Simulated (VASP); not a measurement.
# Al2O3 (R-3c) in VASP: a series of runs

The runs below take Al2O3 through relaxation of cell and atoms, single point, with r2SCAN+rVV10, PBEsol.

Program: VASP 6.6.1. These are calculated values, not measurements. Logs are shortened: lines on timing, memory, paths and dates and some standing lists are left out, and cuts for length are marked.

**1. The cell of the first run**

It takes space group R-3c (No. 167, trigonal). The conventional cell has a = 4.774 Å, b = 4.774 Å, c = 13.015 Å, α = 90.00°, β = 90.00°, γ = 120.00°. Al (site symmetry 3) has 6 O at 1.86 to 1.97 Å within 2.5 Å. Within 2.9 Å of O (site symmetry 2) lie 4 Al at 1.86 to 1.97 Å and 12 O at 2.53 to 2.88 Å.

**2. Relaxation of cell and atoms, r2SCAN+rVV10**

POSCAR

```
Al2O3
1.0
    2.3869344060      1.3780972218      4.3382661357
   -2.3869344060      1.3780972218      4.3382661357
    0.0000000000     -2.7561944437      4.3382661357
Al O
4 6
Direct
    0.1479208393      0.1479208393      0.1479208393
    0.3520791607      0.3520791607      0.3520791607
    0.6479208393      0.6479208393      0.6479208393
    0.8520791607      0.8520791607      0.8520791607
    0.9441400808      0.5558599192      0.2500000000
    0.4441400808      0.7500000000      0.0558599192
    0.5558599192      0.2500000000      0.9441400808
    0.2500000000      0.9441400808      0.5558599192
    0.7500000000      0.0558599192      0.4441400808
    0.0558599192      0.4441400808      0.7500000000
```

INCAR.step1

```
ALGO = Normal
EDIFF = 1E-4
ENCUT = 600
GGA = PE
ISMEAR = -1
LASPH = T
LCHARG = F
LREAL = F
LWAVE = T
NELM = 80
PREC = Accurate
SIGMA = 0.03
```

INCAR.step2

```
ALGO = Normal
BPARAM = 11.95
CPARAM = 0.0093
EDIFF = 1E-6
EDIFFG = -0.01
ENCUT = 600
IBRION = 2
ISIF = 3
ISMEAR = -1
ISTART = 1
IVDW_NL = 2
LASPH = T
LCHARG = F
LMIXTAU = T
LREAL = F
LUSE_VDW = T
LWAVE = F
METAGGA = R2SCAN
NELM = 80
NSW = 100
PREC = Accurate
SIGMA = 0.03
```

KPOINTS

```
k-points
0
Gamma
  6 6 6
```

Potentials or basis: VASP PAW PBE potentials, release 64 (Al, O).

The run is started by

```bash
> cat potpaw_PBE.64/Al/POTCAR potpaw_PBE.64/O/POTCAR > POTCAR
> cp INCAR.step1 INCAR
> mpirun -np 1 vasp_std > vasp.out
> cp INCAR.step2 INCAR
> mpirun -np 1 vasp_std > vasp.out
```

OUTCAR:

```text
BPARAM = 11.95
   EDIFF = 1E-6
   EDIFFG = -0.01
   ENCUT = 600
   IBRION = 2
   ISIF = 3
   ISMEAR = -1
   ISTART = 1
   IVDW_NL = 2
   LASPH = T
   LREAL = F
   METAGGA = R2SCAN
   NELM = 80
   NSW = 100
   PREC = Accurate

 ion  position               nearest neighbor table
   1  0.148  0.148  0.148-   9 1.86  10 1.86   6 1.86   7 1.97   5 1.97   8 1.97   2 2.66   4 2.80
                             4 2.80   4 2.80   2 3.23   2 3.23   2 3.23
   2  0.352  0.352  0.352-   6 1.86  10 1.86   9 1.86   8 1.97   5 1.97   7 1.97   1 2.66   3 2.80
                             3 2.80   3 2.80   1 3.23   1 3.23   1 3.23
   3  0.648  0.648  0.648-   7 1.86   5 1.86   8 1.86   9 1.97  10 1.97   6 1.97   4 2.66   2 2.80
                             2 2.80   2 2.80   4 3.23   4 3.23   4 3.23
   4  0.852  0.852  0.852-   8 1.86   5 1.86   7 1.86   6 1.97  10 1.97   9 1.97   3 2.66   1 2.80
                             1 2.80   1 2.80   3 3.23   3 3.23   3 3.23
   5  0.944  0.556  0.250-   3 1.86   4 1.86   1 1.97   2 1.97
   6  0.444  0.750  0.056-   2 1.86   1 1.86   4 1.97   3 1.97
   7  0.556  0.250  0.944-   3 1.86   4 1.86   1 1.97   2 1.97
   8  0.250  0.944  0.556-   4 1.86   3 1.86   2 1.97   1 1.97
   9  0.750  0.056  0.444-   1 1.86   2 1.86   3 1.97   4 1.97
  10  0.056  0.444  0.750-   1 1.86   2 1.86   3 1.97   4 1.97

  LATTYP: Found a trigonal (rhomboedric) cell.
 ALAT       =     5.1397627256
 COS(alpha) =     0.5686549448

  Lattice vectors:

 A1 = (   2.3869344060,   1.3780972218,   4.3382661357)
 A2 = (  -2.3869344060,   1.3780972218,   4.3382661357)
 A3 = (   0.0000000000,  -2.7561944437,   4.3382661357)

Analysis of symmetry for initial positions (statically):
=====================================================================
 Subroutine PRICEL returns:
 Original cell was already a primitive cell.

 Routine SETGRP: Setting up the symmetry group for a
 trigonal (rhombohedral) supercell.

 Subroutine GETGRP returns: Found 12 space group operations
 (whereof  6 operations were pure point group operations)
 out of a pool of 12 trial point group operations.

The static configuration has the point symmetry S_6 .
 The point group associated with its full space group is D_3d.

Analysis of symmetry for dynamics (positions and initial velocities):
=====================================================================
 Subroutine PRICEL returns:
 Original cell was already a primitive cell.

 Routine SETGRP: Setting up the symmetry group for a
 trigonal (rhombohedral) supercell.

 Subroutine GETGRP returns: Found 12 space group operations
 (whereof  6 operations were pure point group operations)
 out of a pool of 12 trial point group operations.

The dynamic configuration has the point symmetry S_6 .
 The point group associated with its full space group is D_3d.

 Subroutine INISYM returns: Found 12 space group operations
 (whereof  6 operations are pure point group operations),
 and found     1 'primitive' translations

----------------------------------------------------------------------------------------

                                     Primitive cell

  volume of cell :      85.6225

  direct lattice vectors                    reciprocal lattice vectors
     2.386934406  1.378097222  4.338266136     0.209473708  0.120939702  0.076835612
    -2.386934406  1.378097222  4.338266136    -0.209473708  0.120939702  0.076835612
     0.000000000 -2.756194444  4.338266136     0.000000000 -0.241879403  0.076835612

  length of vectors
     5.139762726  5.139762726  5.139762726     0.253789986  0.253789986  0.253789986

  position of ions in fractional coordinates (direct lattice)
     0.147920839  0.147920839  0.147920839
     0.352079161  0.352079161  0.352079161
     0.647920839  0.647920839  0.647920839
     0.852079161  0.852079161  0.852079161
     0.944140081  0.555859919  0.250000000
     0.444140081  0.750000000  0.055859919
     0.555859919  0.250000000  0.944140081
     0.250000000  0.944140081  0.555859919
     0.750000000  0.055859919  0.444140081
     0.055859919  0.444140081  0.750000000

  ion indices of the primitive-cell ions
   primitive index   ion index
                 1           1
                 2           2
                 3           3
                 4           4
                 5           5
                 6           6
                 7           7
                 8           8
                 9           9
                10          10

----------------------------------------------------------------------------------------

 KPOINTS: k-points

Automatic generation of k-mesh.
 Grid dimensions read from file:
 generate k-points for:    6    6    6

 Generating k-lattice:

  Cartesian coordinates                     Fractional coordinates (reciprocal lattice)
     0.034912285  0.020156617  0.012805935     0.166666667 -0.000000000 -0.000000000
    -0.034912285  0.020156617  0.012805935    -0.000000000  0.166666667 -0.000000000
     0.000000000 -0.040313234  0.012805935     0.000000000  0.000000000  0.166666667

  Length of vectors
     0.042298331  0.042298331  0.042298331

  Shift w.r.t. Gamma in fractional coordinates (k-lattice)
     0.000000000  0.000000000  0.000000000

 Subroutine IBZKPT returns following result:
 ===========================================

 Found     32 irreducible k-points:

 Following reciprocal coordinates:
            Coordinates               Weight
  0.000000  0.000000  0.000000      1.000000
  0.166667  0.000000  0.000000      6.000000
  0.333333  0.000000  0.000000      6.000000
  0.500000  0.000000  0.000000      3.000000
  0.166667  0.166667  0.000000      6.000000
  0.333333  0.166667  0.000000     12.000000
[... 16 lines left out ...]
  0.500000  0.500000  0.166667      6.000000
 -0.333333  0.500000  0.166667     12.000000
 [... further k-points ...]
   k-points           NKPTS =     32   k-points in BZ     NKDIM =     32   number of bands    NBANDS=     30
   number of dos      NEDOS =    301   number of ions     NIONS =     10
   total plane-waves  NPLWV =  74088
   dimension x,y,z NGX =    42 NGY =   42 NGZ =   42
   dimension x,y,z NGXF=    84 NGYF=   84 NGZF=   84
   ions per type =               4   6
   NGX,Y,Z   is equivalent  to a cutoff of  13.58, 13.58, 13.58 a.u.
   NGXF,Y,Z  is equivalent  to a cutoff of  27.17, 27.17, 27.17 a.u.
 SYSTEM =  unknown system
   PREC   = accura    normal or accurate (medium, high low for compatibility)
   ISTART =      1    job   : 0-new  1-cont  2-samecut
   ICHARG =      0    charge: 1-file 2-atom 10-const
   ISPIN  =      1    spin polarized calculation?
   LNONCOLLINEAR =      F non collinear calculations
   LSORBIT =      F    spin-orbit coupling
   LASPH  =      T    aspherical Exc in radial PAW
   ENCUT  =  600.0 eV  44.10 Ry    6.64 a.u.  10.27 10.27 10.27*2*pi/ulx,y,z
   NELM   =     80;   NELMIN=  2; NELMDL=  0     # of ELM steps
   EDIFF  = 0.1E-05   stopping-criterion for ELM
   LREAL  =      F    real-space projection
   EDIFFG = -.1E-01   stopping-criterion for IOM
   NSW    =    100    number of steps for IOM
   IBRION =      2    ionic relax: 0-MD 1-quasi-New 2-CG
   NFREE  =      1    steps in history (QN), initial steepest desc. (CG)
   ISIF   =      3    stress and relaxation
   ISYM   =      2    0-nonsym 1-usesym 2-fastsym
   POTIM  = 0.5000    time-step for ionic-motion
   TEBEG  =    0.0;   TEEND  =   0.0 temperature during run
   PSTRESS=    0.0 pullay stress
   NELECT =      48.0000    total number of electrons
   NUPDOWN=      -1.0000    fix difference up-down
   EMIN   =  10.00;   EMAX   =-10.00  energy-range for DOS
   EFERMI =   0.00;   METHOD = LEGACY
   ISMEAR =    -1;   SIGMA  =   0.03  broadening in eV -4-tet -1-fermi 0-gaus
   EFERMI_NEDOS =   21; number of points for ismear=-14 and -15
   IALGO  =     38    algorithm
   IMIX   =      4    mixing-type and parameters
     AMIX     =   0.40;   BMIX     =  1.00
     AMIX_MAG =   1.60;   BMIX_MAG =  1.00
  volume/ion in A,a.u.               =       8.56        57.78
  Fermi-wavevector in a.u.,A,eV,Ry     =   1.349872  2.550889 24.791923  1.822155
  Thomas-Fermi vector in A             =   2.477423
   LORBIT       =      0    0 simple, 1 ext, 2 COOP (PROOUT), +10 PAW based schemes
   METAGGA = R2SCAN    functional components
   LHFCALC =     F    Hartree Fock is set to
   AEXX    =    0.0000 exact exchange contribution
   IVDW_NL    =     2    kernel type
   BPARAM     =11.9500
   IVDW    =     0    specifies the selected vdW correction
   LEPSILON=     F    determine dielectric tensor
   LRPA    =     F    only Hartree local field effects (RPA)
 conjugate gradient relaxation of ions
 non-spin polarized calculation
  energy-cutoff  :      600.00
  volume of cell :       85.62
 maximum number of plane-waves:      2886
 NGX is ok and might be reduce to    42
   NGX = 21   NGY = 21   NGZ = 21

--------------------------------------- Ionic step        1  -------------------------------------------

 number of electron      48.0000000 magnetization

 Free energy of the ion-electron system (eV)
  ---------------------------------------------------
  ext. energy  EPLUGINS =         0.00000000
  ---------------------------------------------------
  free energy    TOTEN  =       -95.07779457 eV

  energy without entropy =      -95.07779457  energy(sigma->0) =      -95.07779457

------------------------ aborting loop because EDIFF is reached ----------------------------------------

  FORCE on cell =-STRESS in cart. coord.  units (eV):
  Direction    XX          YY          ZZ          XY          YZ          ZX
  --------------------------------------------------------------------------------------
  -------------------------------------------------------------------------------------
  Total       -2.1487023     -2.1487023     -1.9217187      0.0000000      0.0000000     -0.0000000
  in kB      -40.2067579    -40.2067579    -35.9594146      0.0000000      0.0000000     -0.0000000
  external PRESSURE =     -38.7909768 kB  Pullay stress =       0.0000000 kB
[... 205 lines left out ...]
  energy  without entropy=      -95.0946878424  energy(sigma->0) =      -95.09468784

--------------------------------------- Ionic step        6  -------------------------------------------

 number of electron      48.0000002 magnetization

 Free energy of the ion-electron system (eV)
  ---------------------------------------------------
  ext. energy  EPLUGINS =         0.00000000
  ---------------------------------------------------
  free energy    TOTEN  =       -95.09469088 eV

  energy without entropy =      -95.09469088  energy(sigma->0) =      -95.09469088

 E-fermi :   6.4402     XC(G=0): -12.3155

 val. band max:        5.8214688567   @ k =   0.0000   0.0000   0.0000
 cond. band min:      13.0193032169   @ k =   0.0000   0.0000   0.0000
 fundamental gap:      7.1978343601
 Fermi energy:         6.4402154804

 k-point     1 :       0.0000    0.0000    0.0000
  band No.  band energies     occupation
      1     -14.4543      2.00000
      2     -12.1232      2.00000
      3     -11.8481      2.00000
      4     -11.8481      2.00000
      5     -11.5352      2.00000
      6     -11.5352      2.00000
[... 781 lines left out ...]
     29      17.4507      0.00000
     30      18.0752      0.00000

 [... further k-points ...]
[... 5 lines left out ...]
  --------------------------------------------------------------------------------------
  -------------------------------------------------------------------------------------
  Total       -0.0348282     -0.0348282      0.0577449      0.0000000     -0.0000000     -0.0000000
  in kB       -0.6617878     -0.6617878      1.0972388      0.0000000     -0.0000000     -0.0000000
  external PRESSURE =      -0.0754456 kB  Pullay stress =       0.0000000 kB
[... 25 lines left out ...]
  FREE ENERGIE OF THE ION-ELECTRON SYSTEM (eV)
  ---------------------------------------------------
  free  energy   TOTEN  =       -95.0946908801 eV

  energy  without entropy=      -95.0946908801  energy(sigma->0) =      -95.09469088

 reached required accuracy - stopping structural energy minimisation
```

Wall time 31 min (1 thread of Intel Xeon 8259CL, shared host); peak memory 0.56 GiB.

What came out:

* Free energy: -95.0947 eV
* Relaxed volume: 8.43 Å³/atom
* Relaxed cell: a = 5.114 Å, b = 5.114 Å, c = 5.114 Å, α = 55.32°, β = 55.32°, γ = 55.32°
* Space group after relaxing (to 0.1 Å): R-3c (No. 167)
* Energy gained by relaxing: 1.7 meV/atom
* Ionic steps: 6
* Pressure after relaxing: 0.0 GPa
* Largest force after relaxing: 0.008 eV/Å
* Band gap on the k mesh: 7.20 eV

Forces in eV/Å, atoms in the order of the input:
```
Al   0.000  0.000  0.008
Al   0.000  0.000 -0.008
Al   0.000  0.000  0.008
Al   0.000  0.000 -0.008
O    0.004  0.000  0.000
O    0.002  0.003  0.000
O   -0.002 -0.003  0.000
O   -0.002  0.003  0.000
O    0.002 -0.003  0.000
O   -0.004  0.000  0.000
```

Stress tensor (GPa, compression positive):
```
-0.07  0.00  0.00
 0.00 -0.07  0.00
 0.00  0.00  0.11
```

Step by step:
```
step  energy change (eV)  largest force (eV/Å)  pressure (GPa)  volume (Å³)
   1              0.0000                0.0264           -3.88        85.62
   2             -0.0018                0.0376            4.03        83.08
   3             -0.0167                0.0321            0.12        84.29
   4             -0.0167                0.0322            0.01        84.32
   5             -0.0169                0.0102           -0.01        84.32
   6             -0.0169                0.0084           -0.01        84.32
```

Final structure:
```cif
data_structure
_symmetry_space_group_name_H-M 'P 1'
_symmetry_Int_Tables_number 1
_cell_length_a 5.1145
_cell_length_b 5.1145
_cell_length_c 5.1145
_cell_angle_alpha 55.323
_cell_angle_beta 55.323
_cell_angle_gamma 55.323
_cell_volume 84.32
loop_
_atom_site_label
_atom_site_type_symbol
_atom_site_fract_x
_atom_site_fract_y
_atom_site_fract_z
_atom_site_occupancy
Al1 Al 0.14807 0.14807 0.14807 1
Al2 Al 0.35193 0.35193 0.35193 1
Al3 Al 0.64807 0.64807 0.64807 1
Al4 Al 0.85193 0.85193 0.85193 1
O1 O 0.94368 0.55632 0.25000 1
O2 O 0.44368 0.75000 0.05632 1
O3 O 0.55632 0.25000 0.94368 1
O4 O 0.25000 0.94368 0.55632 1
O5 O 0.75000 0.05632 0.44368 1
O6 O 0.05632 0.44368 0.75000 1
```

Caveat: the PAW data sets were made with another functional, which shifts forces and pressure a little. A k mesh can miss the band edges.

**3. Single point, PBEsol**

INCAR

```
PREC     = Accurate       # precision mode
ENCUT    = 520            # plane-wave cutoff, eV
EDIFF    = 1E-6           # SCF threshold, eV
ISMEAR   = -1             # smearing method
SIGMA    = 0.03           # smearing width, eV
LREAL    = False          # projectors in reciprocal space
LASPH    = True           # aspherical terms in the spheres
NELM     = 100            # most SCF steps
ALGO     = Normal         # electronic algorithm
ISIF     = 2              # what is computed and relaxed
LWAVE    = False          # write WAVECAR
LCHARG   = False          # write CHGCAR
GGA      = PS             # functional
NBANDS   = 35             # bands
```

KPOINTS

```
Automatic mesh
0
Gamma
  6 6 6
```

POSCAR is that of step 2.

Potentials or basis: VASP PAW PBE potentials, release 64 (Al, O).

The run is started by

```bash
> cat potpaw_PBE.64/Al/POTCAR potpaw_PBE.64/O/POTCAR > POTCAR
> mpirun -np 1 vasp_std > vasp.out
```

Run time: 1.8 min. Hardware: 1 thread of Intel Xeon Platinum 8488C (Sapphire Rapids), shared host; peak memory 0.25 GiB.

Results (log left out):

| Quantity | Value |
| --- | --- |
| Free energy | -78.6643 eV |
| Pressure | 0.1 GPa |
| Largest force | 0.005 eV/Å |
| Band gap on the k mesh | 6.04 eV |

Forces on the atoms (eV/Å):
```
Al   0.000  0.000  0.002
Al   0.000  0.000 -0.002
Al   0.000  0.000  0.002
Al   0.000  0.000 -0.002
O    0.005  0.000  0.000
O    0.002  0.004  0.000
O   -0.002 -0.004  0.000
O   -0.002  0.004  0.000
O    0.002 -0.004  0.000
O   -0.005  0.000  0.000
```

Stress tensor (GPa, compression positive):
```
0.09 0.00 0.00
0.00 0.09 0.00
0.00 0.00 0.00
```

Levels at points of the mesh, in eV from the valence-band top:
```tsv
k point	band 20	band 21	band 22	band 23	band 24	band 25	band 26	band 27	band 28	band 29
(0.00, 0.00, 0.00)	-0.50	-0.50	-0.04	-0.04	0.00	6.04	8.91	10.59	11.34	11.34
(0.50, 0.00, 0.00)	-1.32	-0.91	-0.91	-0.27	-0.27	9.26	9.26	9.47	9.47	11.54
(0.50, 0.50, 0.00)	-1.30	-1.01	-0.91	-0.74	-0.25	9.41	9.55	9.73	10.22	10.96
(0.50, 0.50, 0.50)	-2.01	-0.38	-0.38	-0.38	-0.38	8.48	8.48	10.90	10.90	12.31
```

Caveat: the PAW data sets were made with another functional, which shifts forces and pressure a little. A k mesh can miss the band edges.
